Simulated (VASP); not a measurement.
Set up this calculation in VASP 6.6.1, as the native input.

| Quantity | Value |
| --- | --- |
| Task | single point |
| Functional | r2SCAN |
| Potentials or basis | VASP PAW PBE potentials, release 64 (Y_sv) |
| Cutoff | 520 eV |
| k mesh | 12 × 12 × 12 |
| Occupations | fermi-dirac, width 0.1 eV |
| Spin | no spin polarisation |
| Dipole correction | no |
| Further INCAR settings | ALGO = Normal; EDIFF = 1e-06; NBANDS = 12 |

Y:

```xyz
1
Lattice="-1.9796 1.9796 1.9796 1.9796 -1.9796 1.9796 1.9796 1.9796 -1.9796" Properties=species:S:1:pos:R:3 pbc="T T T"
Y     0.0000    0.0000    0.0000
```

This cell differs from its parent crystal: volume scaled by 0.92.

The input as run:

POSCAR

```
Y
1.0
   -1.9795699541      1.9795699541      1.9795699541
    1.9795699541     -1.9795699541      1.9795699541
    1.9795699541      1.9795699541     -1.9795699541
Y
1
Direct
    0.0000000000      0.0000000000      0.0000000000
```

INCAR.step1

```
PREC     = Accurate       # precision mode
ENCUT    = 520            # plane-wave cutoff, eV
ISMEAR   = -1             # smearing method
SIGMA    = 0.1            # smearing width, eV
LREAL    = F              # projectors in reciprocal space
LASPH    = T              # aspherical terms in the spheres
NELM     = 100            # most SCF steps
NBANDS   = 12             # bands
GGA      = PE             # functional
ALGO     = Normal         # electronic algorithm
EDIFF    = 1E-4           # SCF threshold, eV
LWAVE    = T              # write WAVECAR
LCHARG   = F              # write CHGCAR
```

INCAR.step2

```
PREC     = Accurate       # precision mode
ENCUT    = 520            # plane-wave cutoff, eV
EDIFF    = 1E-6           # SCF threshold, eV
ISMEAR   = -1             # smearing method
SIGMA    = 0.1            # smearing width, eV
LREAL    = F              # projectors in reciprocal space
LASPH    = T              # aspherical terms in the spheres
NELM     = 100            # most SCF steps
ALGO     = Normal         # electronic algorithm
ISIF     = 2              # what is computed and relaxed
LWAVE    = F              # write WAVECAR
LCHARG   = F              # write CHGCAR
METAGGA  = R2SCAN         # meta-GGA
LMIXTAU  = T            
NBANDS   = 12             # bands
ISTART   = 1
```

KPOINTS

```
regular mesh
0
Gamma
  12 12 12
```

Potentials or basis: VASP PAW PBE potentials, release 64 (Y_sv).

Launch:

```console
$ cat potpaw_PBE.64/Y_sv/POTCAR > POTCAR
$ cp INCAR.step1 INCAR
$ mpirun -np 1 vasp_std > vasp.out
$ cp INCAR.step2 INCAR
$ mpirun -np 1 vasp_std > vasp.out
```

Results of the run:

```yaml
Pressure: 3.7 GPa
```

Caveat: the PAW data sets were made with another functional, which shifts forces and pressure a little.

Run time: 2.4 min on 1 thread of Intel(R) Xeon(R) Platinum 8259CL CPU @ 2.50GHz (Skylake/Cascade Lake), with other jobs on the host, peak memory 0.2 GiB.
